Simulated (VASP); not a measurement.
# GaSb (d3) (F-43m) in VASP: notebook

Runs on GaSb (d3). Level: PBE+D3(BJ). Tasks: single point, relaxation of cell and atoms.

Everything below comes from runs of VASP 6.6.1. Logs are shortened: lines on timing, memory, paths and dates and some standing lists are left out, and cuts for length are marked.

### Step 1. The cell of the first run

The structure is cubic, space group F-43m (No. 216). Conventional cell: a = 6.131 Å, b = 6.131 Å, c = 6.131 Å, α = 90.00°, β = 90.00°, γ = 90.00°. Within 3.5 Å of Ga (site symmetry -43m) lie 4 Sb at 2.65 Å. Sb (site symmetry -43m) has 4 Ga at 2.65 Å within 3.5 Å.

### Step 2. Single point, PBE+D3(BJ)

Contents of INCAR:

```
SYSTEM = GaSb
ALGO = Normal
EDIFF = 1E-6
ENCUT = 520
GGA = PE
ISIF = 2
ISMEAR = -1
IVDW = 12
LASPH = .TRUE.
LCHARG = .FALSE.
LREAL = .FALSE.
LWAVE = .FALSE.
NBANDS = 16
NELM = 100
PREC = Accurate
SIGMA = 0.15
```

Contents of KPOINTS:

```
k-points
0
G
  12 12 12
  0 0 0
```

Contents of POSCAR:

```
GaSb
1.0
    0.0000000000      3.0654096829      3.0654096829
    3.0654096829      0.0000000000      3.0654096829
    3.0654096829      3.0654096829      0.0000000000
Ga Sb
1 1
Direct
    0.0000000000      0.0000000000      0.0000000000
    0.2500000000      0.2500000000      0.2500000000
```

Potentials or basis: VASP PAW PBE potentials, release 64 (Ga_d, Sb).

Launch:

```
> cat potpaw_PBE.64/Ga_d/POTCAR potpaw_PBE.64/Sb/POTCAR > POTCAR
> mpirun -np 1 vasp_std > vasp.out
```

OUTCAR:

```text
SYSTEM = GaSb
   EDIFF = 1E-6
   ENCUT = 520
   GGA = PE
   ISIF = 2
   ISMEAR = -1
   IVDW = 12
   LASPH = .TRUE.
   LREAL = .FALSE.
   NELM = 100
   PREC = Accurate
 IVDW          = 12

 ion  position               nearest neighbor table
   1  0.000  0.000  0.000-   2 2.65   2 2.65   2 2.65   2 2.65
   2  0.250  0.250  0.250-   1 2.65   1 2.65   1 2.65   1 2.65

  LATTYP: Found a face centered cubic cell.
 ALAT       =     6.1308193658

  Lattice vectors:

 A1 = (   0.0000000000,   3.0654096829,   3.0654096829)
 A2 = (   3.0654096829,   0.0000000000,   3.0654096829)
 A3 = (   3.0654096829,   3.0654096829,   0.0000000000)

Analysis of symmetry for initial positions (statically):
=====================================================================
 Subroutine PRICEL returns:
 Original cell was already a primitive cell.

 Routine SETGRP: Setting up the symmetry group for a
 face centered cubic supercell.

 Subroutine GETGRP returns: Found 24 space group operations
 (whereof 24 operations were pure point group operations)
 out of a pool of 48 trial point group operations.

The static configuration has the point symmetry T_d .

Analysis of symmetry for dynamics (positions and initial velocities):
=====================================================================
 Subroutine PRICEL returns:
 Original cell was already a primitive cell.

 Routine SETGRP: Setting up the symmetry group for a
 face centered cubic supercell.

 Subroutine GETGRP returns: Found 24 space group operations
 (whereof 24 operations were pure point group operations)
 out of a pool of 48 trial point group operations.

The dynamic configuration has the point symmetry T_d .

 Subroutine INISYM returns: Found 24 space group operations
 (whereof 24 operations are pure point group operations),
 and found     1 'primitive' translations

----------------------------------------------------------------------------------------

                                     Primitive cell

  volume of cell :      57.6097

  direct lattice vectors                    reciprocal lattice vectors
     0.000000000  3.065409683  3.065409683    -0.163110335  0.163110335  0.163110335
     3.065409683  0.000000000  3.065409683     0.163110335 -0.163110335  0.163110335
     3.065409683  3.065409683  0.000000000     0.163110335  0.163110335 -0.163110335

  length of vectors
     4.335143948  4.335143948  4.335143948     0.282515387  0.282515387  0.282515387

  position of ions in fractional coordinates (direct lattice)
     0.000000000  0.000000000  0.000000000
     0.250000000  0.250000000  0.250000000

  ion indices of the primitive-cell ions
   primitive index   ion index
                 1           1
                 2           2

----------------------------------------------------------------------------------------

 KPOINTS: k-points

Automatic generation of k-mesh.
 Grid dimensions read from file:
 generate k-points for:   12   12   12

 Generating k-lattice:

  Cartesian coordinates                     Fractional coordinates (reciprocal lattice)
    -0.013592528  0.013592528  0.013592528     0.083333333  0.000000000  0.000000000
     0.013592528 -0.013592528  0.013592528     0.000000000  0.083333333  0.000000000
     0.013592528  0.013592528 -0.013592528     0.000000000  0.000000000  0.083333333

  Length of vectors
     0.023542949  0.023542949  0.023542949

  Shift w.r.t. Gamma in fractional coordinates (k-lattice)
     0.000000000  0.000000000  0.000000000

 Subroutine IBZKPT returns following result:
 ===========================================

 Found     72 irreducible k-points:

 Following reciprocal coordinates:
            Coordinates               Weight
  0.000000  0.000000  0.000000      1.000000
  0.083333  0.000000  0.000000      8.000000
  0.166667  0.000000  0.000000      8.000000
  0.250000  0.000000  0.000000      8.000000
  0.333333  0.000000  0.000000      8.000000
  0.416667  0.000000  0.000000      8.000000
[... 16 lines left out ...]
  0.500000  0.166667  0.000000     24.000000
 -0.416667  0.166667  0.000000     24.000000
 [... further k-points ...]
   k-points           NKPTS =     72   k-points in BZ     NKDIM =     72   number of bands    NBANDS=     16
   number of dos      NEDOS =    301   number of ions     NIONS =      2
   total plane-waves  NPLWV =  32768
   dimension x,y,z NGX =    32 NGY =   32 NGZ =   32
   dimension x,y,z NGXF=    64 NGYF=   64 NGZF=   64
   ions per type =               1   1
   NGX,Y,Z   is equivalent  to a cutoff of  12.27, 12.27, 12.27 a.u.
   NGXF,Y,Z  is equivalent  to a cutoff of  24.54, 24.54, 24.54 a.u.
 SYSTEM =  GaSb
   PREC   = accura    normal or accurate (medium, high low for compatibility)
   ISTART =      0    job   : 0-new  1-cont  2-samecut
   ICHARG =      2    charge: 1-file 2-atom 10-const
   ISPIN  =      1    spin polarized calculation?
   LNONCOLLINEAR =      F non collinear calculations
   LSORBIT =      F    spin-orbit coupling
   LASPH  =      T    aspherical Exc in radial PAW
   ENCUT  =  520.0 eV  38.22 Ry    6.18 a.u.   8.06  8.06  8.06*2*pi/ulx,y,z
   NELM   =    100;   NELMIN=  2; NELMDL= -5     # of ELM steps
   EDIFF  = 0.1E-05   stopping-criterion for ELM
   LREAL  =      F    real-space projection
   EDIFFG = 0.1E-04   stopping-criterion for IOM
   NSW    =      0    number of steps for IOM
   IBRION =     -1    ionic relax: 0-MD 1-quasi-New 2-CG
   NFREE  =      0    steps in history (QN), initial steepest desc. (CG)
   ISIF   =      2    stress and relaxation
   ISYM   =      2    0-nonsym 1-usesym 2-fastsym
   POTIM  = 0.5000    time-step for ionic-motion
   TEBEG  =    0.0;   TEEND  =   0.0 temperature during run
   PSTRESS=    0.0 pullay stress
   NELECT =      18.0000    total number of electrons
   NUPDOWN=      -1.0000    fix difference up-down
   EMIN   =  10.00;   EMAX   =-10.00  energy-range for DOS
   EFERMI =   0.00;   METHOD = LEGACY
   ISMEAR =    -1;   SIGMA  =   0.15  broadening in eV -4-tet -1-fermi 0-gaus
   EFERMI_NEDOS =   21; number of points for ismear=-14 and -15
   IALGO  =     38    algorithm
   IMIX   =      4    mixing-type and parameters
     AMIX     =   0.40;   BMIX     =  1.00
     AMIX_MAG =   1.60;   BMIX_MAG =  1.00
  volume/ion in A,a.u.               =      28.80       194.38
  Fermi-wavevector in a.u.,A,eV,Ry     =   1.110880  2.099259 16.790329  1.234054
  Thomas-Fermi vector in A             =   2.247437
   LORBIT       =      0    0 simple, 1 ext, 2 COOP (PROOUT), +10 PAW based schemes
   GGA     = PE    functional components
   LHFCALC =     F    Hartree Fock is set to
   AEXX    =    0.0000 exact exchange contribution
   IVDW    =    12    specifies the selected vdW correction
   LEPSILON=     F    determine dielectric tensor
   LRPA    =     F    only Hartree local field effects (RPA)
 non-spin polarized calculation
  energy-cutoff  :      520.00
  volume of cell :       57.61
 maximum number of plane-waves:      1572
   NGX = 17   NGY = 17   NGZ = 17

 number of electron      17.9999988 magnetization

 Free energy of the ion-electron system (eV)
  ---------------------------------------------------
  ext. energy  EPLUGINS =         0.00000000
  ---------------------------------------------------
  free energy    TOTEN  =        -7.35965083 eV

  energy without entropy =       -7.35349632  energy(sigma->0) =       -7.35657357

 E-fermi :   5.0166     XC(G=0):  -9.0632

 val. band max:        4.8036698758   @ k =   0.0000   0.0000   0.0000
 cond. band min:       5.1950545645   @ k =   0.5000   0.0000   0.0000
 fundamental gap:      0.3913846887
 Fermi energy:         5.0166162717

 k-point     1 :       0.0000    0.0000    0.0000
  band No.  band energies     occupation
      1     -10.2141      2.00000
      2     -10.2141      2.00000
      3     -10.2141      2.00000
      4     -10.1652      2.00000
      5     -10.1652      2.00000
      6      -6.6291      2.00000
[... 8 lines left out ...]
     15      13.3850      0.00000
     16      13.3850      0.00000

 k-point     2 :       0.0833    0.0000    0.0000
  band No.  band energies     occupation
      1     -10.2159      2.00000
      2     -10.2132      2.00000
      3     -10.2132      2.00000
      4     -10.1653      2.00000
      5     -10.1653      2.00000
      6      -6.5581      2.00000
[... 8 lines left out ...]
     15      12.8767      0.00000
     16      12.8767      0.00000

 k-point     3 :       0.1667    0.0000    0.0000
  band No.  band energies     occupation
      1     -10.2209      2.00000
      2     -10.2111      2.00000
      3     -10.2111      2.00000
      4     -10.1655      2.00000
      5     -10.1655      2.00000
      6      -6.3495      2.00000
[... 8 lines left out ...]
     15      12.4056      0.00000
     16      12.4056      0.00000

 k-point     4 :       0.2500    0.0000    0.0000
  band No.  band energies     occupation
      1     -10.2277      2.00000
      2     -10.2083      2.00000
      3     -10.2083      2.00000
      4     -10.1656      2.00000
      5     -10.1656      2.00000
      6      -6.0188      2.00000
[... 8 lines left out ...]
     15      12.3832      0.00000
     16      12.3832      0.00000

 k-point     5 :       0.3333    0.0000    0.0000
  band No.  band energies     occupation
      1     -10.2344      2.00000
      2     -10.2058      2.00000
      3     -10.2058      2.00000
      4     -10.1654      2.00000
      5     -10.1654      2.00000
      6      -5.6051      2.00000
[... 8 lines left out ...]
     15      12.9011      0.00000
     16      12.9011      0.00000

 k-point     6 :       0.4167    0.0000    0.0000
  band No.  band energies     occupation
      1     -10.2392      2.00000
      2     -10.2041      2.00000
      3     -10.2041      2.00000
      4     -10.1651      2.00000
      5     -10.1651      2.00000
      6      -5.2053      2.00000
[... 8 lines left out ...]
     15      13.8366      0.00000
     16      13.8366      0.00000

 k-point     7 :       0.5000    0.0000    0.0000
  band No.  band energies     occupation
      1     -10.2410      2.00000
      2     -10.2036      2.00000
      3     -10.2036      2.00000
      4     -10.1649      2.00000
      5     -10.1649      2.00000
      6      -5.0212      2.00000
[... 8 lines left out ...]
     15      14.6766      0.00000
     16      14.6766      0.00000

 k-point     8 :       0.0833    0.0833    0.0000
  band No.  band energies     occupation
      1     -10.2174      2.00000
      2     -10.2125      2.00000
      3     -10.2125      2.00000
      4     -10.1658      2.00000
      5     -10.1650      2.00000
      6      -6.5343      2.00000
[... 8 lines left out ...]
     15      12.2249      0.00000
     16      13.4737      0.00000

 k-point     9 :       0.1667    0.0833    0.0000
  band No.  band energies     occupation
      1     -10.2217      2.00000
      2     -10.2107      2.00000
      3     -10.2104      2.00000
      4     -10.1664      2.00000
      5     -10.1648      2.00000
      6      -6.3711      2.00000
[... 8 lines left out ...]
     15      11.8974      0.00000
     16      13.1673      0.00000
[... 172 lines left out ...]
 k-point    19 :       0.1667    0.1667    0.0000
  band No.  band energies     occupation
      1     -10.2262      2.00000
      2     -10.2082      2.00000
      3     -10.2082      2.00000
      4     -10.1676      2.00000
      5     -10.1642      2.00000
      6      -6.2540      2.00000
[... 8 lines left out ...]
     15      12.3516      0.00000
     16      13.7400      0.00000

 k-point    20 :       0.2500    0.1667    0.0000
  band No.  band energies     occupation
      1     -10.2318      2.00000
      2     -10.2056      2.00000
      3     -10.2053      2.00000
      4     -10.1687      2.00000
      5     -10.1639      2.00000
      6      -6.0055      2.00000
[... 8 lines left out ...]
     15      13.1318      0.00000
     16      13.7183      0.00000

 k-point    21 :       0.3333    0.1667    0.0000
  band No.  band energies     occupation
      1     -10.2372      2.00000
      2     -10.2036      2.00000
      3     -10.2025      2.00000
      4     -10.1692      2.00000
      5     -10.1637      2.00000
      6      -5.6471      2.00000
[... 8 lines left out ...]
     15      13.4980      0.00000
     16      13.9618      0.00000

 k-point    22 :       0.4167    0.1667    0.0000
  band No.  band energies     occupation
      1     -10.2416      2.00000
      2     -10.2021      2.00000
      3     -10.2006      2.00000
      4     -10.1689      2.00000
      5     -10.1638      2.00000
      6      -5.2317      2.00000
[... 8 lines left out ...]
     15      13.9615      0.00000
     16      14.6592      0.00000

 k-point    23 :       0.5000    0.1667    0.0000
  band No.  band energies     occupation
      1     -10.2440      2.00000
      2     -10.2014      2.00000
      3     -10.1999      2.00000
      4     -10.1679      2.00000
      5     -10.1643      2.00000
      6      -4.8873      2.00000
[... 8 lines left out ...]
     15      14.5586      0.00000
     16      14.7233      0.00000

 k-point    24 :      -0.4167    0.1667    0.0000
  band No.  band energies     occupation
      1     -10.2438      2.00000
      2     -10.2013      2.00000
      3     -10.2004      2.00000
      4     -10.1668      2.00000
      5     -10.1653      2.00000
      6      -4.8306      2.00000
[... 8 lines left out ...]
     15      13.4786      0.00000
     16      13.9357      0.00000

 [... further k-points ...]

------------------------ aborting loop because EDIFF is reached ----------------------------------------

 Edisp (eV)   -0.66040

 E8    (eV) :    -0.3097

  FORCE on cell =-STRESS in cart. coord.  units (eV):
  Direction    XX          YY          ZZ          XY          YZ          ZX
  --------------------------------------------------------------------------------------
  -------------------------------------------------------------------------------------
  Total       0.02167     0.02167     0.02167     0.00000     0.00000     0.00000
  in kB       0.60272     0.60272     0.60272     0.00000     0.00000     0.00000
  external pressure =        0.60 kB  Pullay stress =        0.00 kB

 VOLUME and BASIS-vectors are now :
 -----------------------------------------------------------------------------
  energy-cutoff  :      520.00
  volume of cell :       57.61
      direct lattice vectors                 reciprocal lattice vectors
     0.000000000  3.065409683  3.065409683    -0.163110335  0.163110335  0.163110335
     3.065409683  0.000000000  3.065409683     0.163110335 -0.163110335  0.163110335
     3.065409683  3.065409683  0.000000000     0.163110335  0.163110335 -0.163110335

 POSITION                                       TOTAL-FORCE (eV/Angst)
 -----------------------------------------------------------------------------------
      0.00000      0.00000      0.00000         0.000000     -0.000000     -0.000000
      1.53270      1.53270      1.53270        -0.000000      0.000000      0.000000
 -----------------------------------------------------------------------------------
    total drift:                                0.000002      0.000002      0.000002

  FREE ENERGIE OF THE ION-ELECTRON SYSTEM (eV)
  ---------------------------------------------------
  free  energy   TOTEN  =        -8.0200504786 eV

  energy  without entropy=       -8.0138959704  energy(sigma->0) =       -8.01697322
```

Wall time 33 s (1 thread of AMD EPYC 9R45 (Zen 5), shared host); peak memory 0.2 GiB.

Results:

| Property | Result |
| --- | --- |
| Free energy | -8.0201 eV |
| Pressure | 0.1 GPa |
| Band gap on the k mesh | zero (filled and empty bands touch) |
| Dispersion energy per atom | -0.330 eV |

Caveat: spin-orbit coupling is left out, which moves the levels of the heavy elements; pairwise dispersion overbinds metals, which lowers pressure and volume.

### Step 3. Relaxation of cell and atoms, PBE+D3(BJ)

Contents of INCAR:

```
PREC = Accurate
ENCUT = 600
EDIFF = 1E-6
ISMEAR = -1
SIGMA = 0.15
LREAL = False
LASPH = True
NELM = 100
ALGO = Normal
ISIF = 3
LWAVE = False
LCHARG = False
GGA = PE
IVDW = 12
IBRION = 2
NSW = 80
EDIFFG = -0.001
```

Contents of KPOINTS:

```
Automatic mesh
0
Gamma
  12 12 12
```

Contents of POSCAR:

```
GaSb
1.0
    0.0000000000      3.0646302965      3.0646302965
    3.0646302965      0.0000000000      3.0646302965
    3.0646302965      3.0646302965      0.0000000000
Ga Sb
1 1
Direct
    0.0000000000      0.0000000000      0.0000000000
    0.2500000000      0.2500000000      0.2500000000
```

Potentials or basis: VASP PAW PBE potentials, release 64 (Ga_d, Sb).

Launch:

```
> cat potpaw_PBE.64/Ga_d/POTCAR potpaw_PBE.64/Sb/POTCAR > POTCAR
> mpirun -np 1 vasp_std > vasp.out
```

Run time: 2.3 min. Hardware: 1 thread of AMD EPYC 9R45 (Zen 5), shared host; peak memory 0.23 GiB.

Results (log left out):

```yaml
Free_energy: -8.0199 eV
Relaxed_volume: 28.84 Å³/atom
Relaxed_cell: a = 4.337 Å, b = 4.337 Å, c = 4.337 Å, α = 60.00°, β = 60.00°, γ = 60.00°
Space_group_after_relaxing_to_0.05_Å: F-43m (No. 216)
Energy_gained_by_relaxing: 0.0 meV/atom
Ionic_steps: 10
Pressure_after_relaxing: 0.0 GPa
Band_gap_on_the_k_mesh: zero (filled and empty bands touch)
Dispersion_energy_per_atom: -0.330 eV
```

Final structure:
```
Ga Sb
1.0
     0.00000    3.06670    3.06670
     3.06670    0.00000    3.06670
     3.06670    3.06670    0.00000
Ga Sb
1 1
Direct
  0.00000 0.00000 0.00000
  0.25000 0.25000 0.25000
```

Levels at points of the mesh, in eV from the Fermi level:
| k point | band 5 | band 6 | band 7 | band 8 | band 9 | band 10 | band 11 | band 12 | band 13 |
| --- | --- | --- | --- | --- | --- | --- | --- | --- | --- |
| (0.00, 0.00, 0.00) | -15.18 | -11.64 | -0.23 | -0.21 | -0.21 | -0.21 | 2.57 | 2.57 | 2.57 |
| (0.50, 0.00, 0.00) | -15.18 | -10.03 | -6.54 | -1.35 | -1.35 | 0.18 | 3.54 | 3.54 | 6.26 |
| (0.50, 0.50, 0.00) | -15.18 | -9.21 | -6.99 | -2.76 | -2.76 | 0.70 | 1.06 | 8.42 | 8.42 |

Caveat: spin-orbit coupling is left out, which moves the levels of the heavy elements; pairwise dispersion overbinds metals, which lowers pressure and volume.
